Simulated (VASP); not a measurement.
TiSi2 (pbe), 6 atoms in the cell. It takes space group Cmcm (No. 63, orthorhombic). Conventional cell: a = 3.547 Å, b = 13.562 Å, c = 3.579 Å, α = 90.00°, β = 90.00°, γ = 90.00°. Ti (site symmetry m2m) has 10 Si at 2.59 to 2.83 Å and 2 Ti at 3.32 Å within 3.4 Å. Si (site symmetry m2m) has 6 Si at 2.40 to 3.15 Å and 6 Ti at 2.59 to 2.83 Å within 3.2 Å. Within 3.3 Å of Si (site symmetry m2m) lie 8 Si at 2.52 to 3.15 Å and 4 Ti at 2.67 to 2.68 Å. 

* Program: VASP 6.6.1
* Task: single point
* Functional: PBE
* Potentials or basis: VASP PAW PBE potentials, release 64 (Ti_sv, Si)
* Cutoff: 520 eV
* k mesh: 10 × 10 × 10
* Occupations: gaussian, width 0.1 eV
* Spin: no spin polarisation
* Dipole correction: no
* Further INCAR settings: ALGO = Normal; EDIFF = 1e-06; NBANDS = 29

Potentials or basis: VASP PAW PBE potentials, release 64 (Ti_sv, Si).

Command:

```bash
$ cat potpaw_PBE.64/Ti_sv/POTCAR potpaw_PBE.64/Si/POTCAR > POTCAR
$ mpirun -np 1 vasp_std > vasp.out
```

Hardware: 1 thread of Intel(R) Xeon(R) 6975P-C (Granite Rapids), with other jobs on the host.

Estimate the wall time of this run.

Run time: 5.8 min on 1 thread of Intel(R) Xeon(R) 6975P-C (Granite Rapids) (shared host), peak memory 0.54 GiB. Counts: scf iterations 14, k points 186.
